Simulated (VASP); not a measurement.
# Ta2Mo (Immm) in VASP: relaxation of cell and atoms with PBE

Aim: the relaxation of cell and atoms of Ta2Mo with PBE.

All numbers are computed with VASP 6.6.1; they aren't measurements. Logs are shortened: lines on timing, memory, paths and dates and some standing lists are left out, and cuts for length are marked.

### 1 The cell of the first run

The structure is orthorhombic, space group Immm (No. 71). The conventional cell has a = 4.395 Å, b = 4.484 Å, c = 6.241 Å, α = 90.00°, β = 90.00°, γ = 90.00°. Ta (site symmetry mm2) has 4 Mo at 2.70 to 2.73 Å and 6 Ta at 3.11 to 3.14 Å within 3.6 Å. Mo (site symmetry mmm) has 8 Ta at 2.70 to 2.73 Å within 3.6 Å.

### 2 Relaxation of cell and atoms, PBE

INCAR reads:

```
SYSTEM = Ta2Mo
PREC     = Accurate       ! precision mode
ENCUT    = 600            ! plane-wave cutoff, eV
EDIFF    = 1E-7           ! SCF threshold, eV
ISMEAR   = 0              ! smearing method
SIGMA    = 0.1            ! smearing width, eV
LREAL    = .False.        ! projectors in reciprocal space
LASPH    = .True.         ! aspherical terms in the spheres
NELM     = 60             ! most SCF steps
ALGO     = Fast           ! electronic algorithm
ISIF     = 3              ! what is computed and relaxed
LWAVE    = .False.        ! write WAVECAR
LCHARG   = .False.        ! write CHGCAR
GGA      = PE             ! functional
IBRION   = 2              ! ionic algorithm
NSW      = 100            ! ionic steps
EDIFFG   = -0.01          ! ionic threshold
```

KPOINTS reads:

```
Automatic mesh
0
Gamma
  14 14 14
  0 0 0
```

POSCAR reads:

```
Ta2Mo
1.0
   -2.1973880180      2.2420804122      3.1204168846
    2.1973880180     -2.2420804122      3.1204168846
    2.1973880180      2.2420804122     -3.1204168846
Ta Mo
2 1
Direct
    0.2507271949      0.7507271949      0.5000000000
    0.7492728051      0.2492728051      0.5000000000
    0.0000000000      0.0000000000      0.0000000000
```

Potentials or basis: VASP PAW PBE potentials, release 64 (Ta_pv, Mo_sv).

The run is started by

```
$ cat potpaw_PBE.64/Ta_pv/POTCAR potpaw_PBE.64/Mo_sv/POTCAR > POTCAR
$ mpirun -np 1 vasp_std > vasp.out
```

OUTCAR:

```text
SYSTEM = Ta2Mo
   PREC = Accurate
   ENCUT = 600
   EDIFF = 1E-7
   ISMEAR = 0
   LREAL = .False.
   LASPH = .True.
   NELM = 60
   ISIF = 3
   GGA = PE
   IBRION = 2
   NSW = 100
   EDIFFG = -0.01

 ion  position               nearest neighbor table
   1  0.251  0.751  0.500-   3 2.70   3 2.70   3 2.73   3 2.73   2 3.11   2 3.13   2 3.14   2 3.14
                             2 3.14   2 3.14
   2  0.749  0.249  0.500-   3 2.70   3 2.70   3 2.73   3 2.73   1 3.11   1 3.13   1 3.14   1 3.14
                             1 3.14   1 3.14
   3  0.000  0.000  0.000-   1 2.70   2 2.70   1 2.70   2 2.70   1 2.73   2 2.73   2 2.73   1 2.73

  LATTYP: Found a body centered orthorhombic cell.
 ALAT       =     4.3947760360
 B/A-ratio  =     1.0203388723
 C/A-ratio  =     1.4200572949

  Lattice vectors:

 A1 = (  -2.1973880180,   2.2420804122,   3.1204168846)
 A2 = (   2.1973880180,  -2.2420804122,   3.1204168846)
 A3 = (   2.1973880180,   2.2420804122,  -3.1204168846)

Analysis of symmetry for initial positions (statically):
=====================================================================
 Subroutine PRICEL returns:
 Original cell was already a primitive cell.

 Routine SETGRP: Setting up the symmetry group for a
 body centered orthorhombic supercell.

 Subroutine GETGRP returns: Found  8 space group operations
 (whereof  8 operations were pure point group operations)
 out of a pool of  8 trial point group operations.

The static configuration has the point symmetry D_2h.

Analysis of symmetry for dynamics (positions and initial velocities):
=====================================================================
 Subroutine PRICEL returns:
 Original cell was already a primitive cell.

 Routine SETGRP: Setting up the symmetry group for a
 body centered orthorhombic supercell.

 Subroutine GETGRP returns: Found  8 space group operations
 (whereof  8 operations were pure point group operations)
 out of a pool of  8 trial point group operations.

The dynamic configuration has the point symmetry D_2h.

 Subroutine INISYM returns: Found  8 space group operations
 (whereof  8 operations are pure point group operations),
 and found     1 'primitive' translations

----------------------------------------------------------------------------------------

                                     Primitive cell

  volume of cell :      61.4937

  direct lattice vectors                    reciprocal lattice vectors
    -2.197388018  2.242080412  3.120416885     0.000000000  0.223007167  0.160235000
     2.197388018 -2.242080412  3.120416885     0.227542881  0.000000000  0.160235000
     2.197388018  2.242080412 -3.120416885     0.227542881  0.223007167  0.000000000

  length of vectors
     4.426334851  4.426334851  4.426334851     0.274604173  0.278300230  0.318603137

  position of ions in fractional coordinates (direct lattice)
     0.250727195  0.750727195  0.500000000
     0.749272805  0.249272805  0.500000000
     0.000000000  0.000000000  0.000000000

  ion indices of the primitive-cell ions
   primitive index   ion index
                 1           1
                 2           2
                 3           3

----------------------------------------------------------------------------------------

 KPOINTS: Automatic mesh

Automatic generation of k-mesh.
 Grid dimensions read from file:
 generate k-points for:   14   14   14

 Generating k-lattice:

  Cartesian coordinates                     Fractional coordinates (reciprocal lattice)
     0.000000000  0.015929083  0.011445357     0.071428571  0.000000000  0.000000000
     0.016253063  0.000000000  0.011445357     0.000000000  0.071428571  0.000000000
     0.016253063  0.015929083  0.000000000     0.000000000  0.000000000  0.071428571

  Length of vectors
     0.019614584  0.019878588  0.022757367

  Shift w.r.t. Gamma in fractional coordinates (k-lattice)
     0.000000000  0.000000000  0.000000000

 Subroutine IBZKPT returns following result:
 ===========================================

 Found    428 irreducible k-points:

 Following reciprocal coordinates:
            Coordinates               Weight
  0.000000  0.000000  0.000000      1.000000
  0.071429  0.000000 -0.000000      4.000000
  0.142857  0.000000 -0.000000      4.000000
  0.214286  0.000000 -0.000000      4.000000
  0.285714  0.000000 -0.000000      4.000000
  0.357143  0.000000 -0.000000      4.000000
[... 16 lines left out ...]
  0.000000  0.142857 -0.000000      4.000000
  0.071429  0.142857 -0.000000      8.000000
 [... further k-points ...]
   k-points           NKPTS =    428   k-points in BZ     NKDIM =    428   number of bands    NBANDS=     22
   number of dos      NEDOS =    301   number of ions     NIONS =      3
   total plane-waves  NPLWV =  46656
   dimension x,y,z NGX =    36 NGY =   36 NGZ =   36
   dimension x,y,z NGXF=    72 NGYF=   72 NGZF=   72
   ions per type =               2   1
   NGX,Y,Z   is equivalent  to a cutoff of  13.52, 13.52, 13.52 a.u.
   NGXF,Y,Z  is equivalent  to a cutoff of  27.04, 27.04, 27.04 a.u.
 SYSTEM =  Ta2Mo
   PREC   = accura    normal or accurate (medium, high low for compatibility)
   ISTART =      0    job   : 0-new  1-cont  2-samecut
   ICHARG =      2    charge: 1-file 2-atom 10-const
   ISPIN  =      1    spin polarized calculation?
   LNONCOLLINEAR =      F non collinear calculations
   LSORBIT =      F    spin-orbit coupling
   LASPH  =      T    aspherical Exc in radial PAW
   ENCUT  =  600.0 eV  44.10 Ry    6.64 a.u.   8.84  8.84  8.84*2*pi/ulx,y,z
   NELM   =     60;   NELMIN=  2; NELMDL= -5     # of ELM steps
   EDIFF  = 0.1E-06   stopping-criterion for ELM
   LREAL  =      F    real-space projection
   EDIFFG = -.1E-01   stopping-criterion for IOM
   NSW    =    100    number of steps for IOM
   IBRION =      2    ionic relax: 0-MD 1-quasi-New 2-CG
   NFREE  =      1    steps in history (QN), initial steepest desc. (CG)
   ISIF   =      3    stress and relaxation
   ISYM   =      2    0-nonsym 1-usesym 2-fastsym
   POTIM  = 0.5000    time-step for ionic-motion
   TEBEG  =    0.0;   TEEND  =   0.0 temperature during run
   PSTRESS=    0.0 pullay stress
   NELECT =      36.0000    total number of electrons
   NUPDOWN=      -1.0000    fix difference up-down
   EMIN   =  10.00;   EMAX   =-10.00  energy-range for DOS
   EFERMI =   0.00;   METHOD = LEGACY
   ISMEAR =     0;   SIGMA  =   0.10  broadening in eV -4-tet -1-fermi 0-gaus
   EFERMI_NEDOS =   21; number of points for ismear=-14 and -15
   IALGO  =     68    algorithm
   IMIX   =      4    mixing-type and parameters
     AMIX     =   0.40;   BMIX     =  1.00
     AMIX_MAG =   1.60;   BMIX_MAG =  1.00
  volume/ion in A,a.u.               =      20.50       138.33
  Fermi-wavevector in a.u.,A,eV,Ry     =   1.369511  2.588000 25.518543  1.875560
  Thomas-Fermi vector in A             =   2.495380
   LORBIT       =      0    0 simple, 1 ext, 2 COOP (PROOUT), +10 PAW based schemes
   GGA     = PE    functional components
   LHFCALC =     F    Hartree Fock is set to
   AEXX    =    0.0000 exact exchange contribution
   IVDW    =     0    specifies the selected vdW correction
   LEPSILON=     F    determine dielectric tensor
   LRPA    =     F    only Hartree local field effects (RPA)
 conjugate gradient relaxation of ions
 non-spin polarized calculation
 RMM-DIIS sequential band-by-band and
 Gauss-broadening in eV      SIGMA  =   0.10
  energy-cutoff  :      600.00
  volume of cell :       61.49
 maximum number of plane-waves:      2083
   NGX = 17   NGY = 17   NGZ = 17

--------------------------------------- Ionic step        1  -------------------------------------------

 number of electron      36.0000001 magnetization

 Free energy of the ion-electron system (eV)
  ---------------------------------------------------
  ext. energy  EPLUGINS =         0.00000000
  ---------------------------------------------------
  free energy    TOTEN  =       -32.66563405 eV

  energy without entropy =      -32.64965448  energy(sigma->0) =      -32.65764426

------------------------ aborting loop because EDIFF is reached ----------------------------------------

  FORCE on cell =-STRESS in cart. coord.  units (eV):
  Direction    XX          YY          ZZ          XY          YZ          ZX
  --------------------------------------------------------------------------------------
  -------------------------------------------------------------------------------------
  Total       -0.0118560     -0.3567185      0.0496482      0.0000000      0.0000000      0.0000000
  in kB       -0.3088997     -9.2940639      1.2935498      0.0000000      0.0000000      0.0000000
  external PRESSURE =      -2.7698046 kB  Pullay stress =       0.0000000 kB
[... 281 lines left out ...]
  energy  without entropy=      -32.6520687008  energy(sigma->0) =      -32.66005006

--------------------------------------- Ionic step        9  -------------------------------------------

 number of electron      36.0000002 magnetization

 Free energy of the ion-electron system (eV)
  ---------------------------------------------------
  ext. energy  EPLUGINS =         0.00000000
  ---------------------------------------------------
  free energy    TOTEN  =       -32.66803942 eV

  energy without entropy =      -32.65207749  energy(sigma->0) =      -32.66005846

 E-fermi :   5.9920     XC(G=0): -11.7414

 val. band max:        5.9863248634   @ k =  -0.4286   0.4286   0.1429
 cond. band min:       5.9950264499   @ k =   0.1429   0.4286  -0.0000
 fundamental gap:      0.0087015865
 Fermi energy:         5.9920156057

 k-point     1 :       0.0000    0.0000    0.0000
  band No.  band energies     occupation
      1     -53.9591      2.00000
      2     -28.5935      2.00000
      3     -28.5910      2.00000
      4     -28.5875      2.00000
      5     -28.4902      2.00000
      6     -28.4897      2.00000
[... 574 lines left out ...]
      6     -28.3856      2.00000
[... 14 lines left out ...]
     21       9.0512      0.00000
     22       9.1465      0.00000

 [... further k-points ...]
[... 5 lines left out ...]
  --------------------------------------------------------------------------------------
  -------------------------------------------------------------------------------------
  Total        0.0275842      0.0206557      0.0158630     -0.0000000      0.0000000      0.0000000
  in kB        0.7201315      0.5392501      0.4141292     -0.0000000      0.0000000      0.0000000
  external PRESSURE =       0.5578370 kB  Pullay stress =       0.0000000 kB
[... 18 lines left out ...]
  FREE ENERGIE OF THE ION-ELECTRON SYSTEM (eV)
  ---------------------------------------------------
  free  energy   TOTEN  =       -32.6680394183 eV

  energy  without entropy=      -32.6520774928  energy(sigma->0) =      -32.66005846

 reached required accuracy - stopping structural energy minimisation
```

Run time: 29 min. Hardware: 1 thread of Intel Xeon 6975P-C (Granite Rapids), shared host; peak memory 0.78 GiB.

Results:

```yaml
Free_energy: -32.6680 eV
Relaxed_volume: 20.46 Å³/atom
Relaxed_cell: a = 4.428 Å, b = 4.428 Å, c = 4.428 Å, α = 120.03°, β = 119.99°, γ = 89.99°
Space_group_after_relaxing_to_0.1_Å: Fm-3m (No. 225)
Energy_gained_by_relaxing: 0.8 meV/atom
Ionic_steps: 9
Pressure_after_relaxing: 0.1 GPa
Largest_force_after_relaxing: 0.009 eV/Å
Band_gap_on_the_k_mesh: zero (bands 18 and 19 overlap by 2.15 eV)
```

Forces in eV/Å, atoms in the order of the input:
```
Ta   0.000  0.000  0.009
Ta   0.000  0.000 -0.009
Mo   0.000  0.000  0.000
```

Step by step:
| step | energy change (eV) | largest force (eV/Å) | pressure (GPa) | volume (Å³) |
| --- | --- | --- | --- | --- |
| 1 | 0.0000 | 0.0446 | -0.28 | 61.49 |
| 2 | -0.0011 | 0.0244 | 0.58 | 61.18 |
| 3 | -0.0011 | 0.0257 | 0.53 | 61.20 |
| 4 | -0.0019 | 0.0129 | 0.28 | 61.29 |
| 5 | -0.0022 | 0.0056 | -0.09 | 61.42 |
| 6 | -0.0022 | 0.0021 | -0.03 | 61.40 |
| 7 | -0.0023 | 0.0037 | -0.01 | 61.40 |
| 8 | -0.0024 | 0.0075 | 0.04 | 61.38 |
| 9 | -0.0024 | 0.0090 | 0.06 | 61.37 |

Final structure:
```
Ta Mo
1.0
    -2.21292    2.21425    3.13117
     2.21292   -2.21425    3.13117
     2.21292    2.21425   -3.13117
Ta Mo
2 1
Direct
  0.24981 0.74981 0.50000
  0.75019 0.25019 0.50000
  0.00000 0.00000 0.00000
```

Caveat: spin-orbit coupling is left out, which moves the levels of the heavy elements.
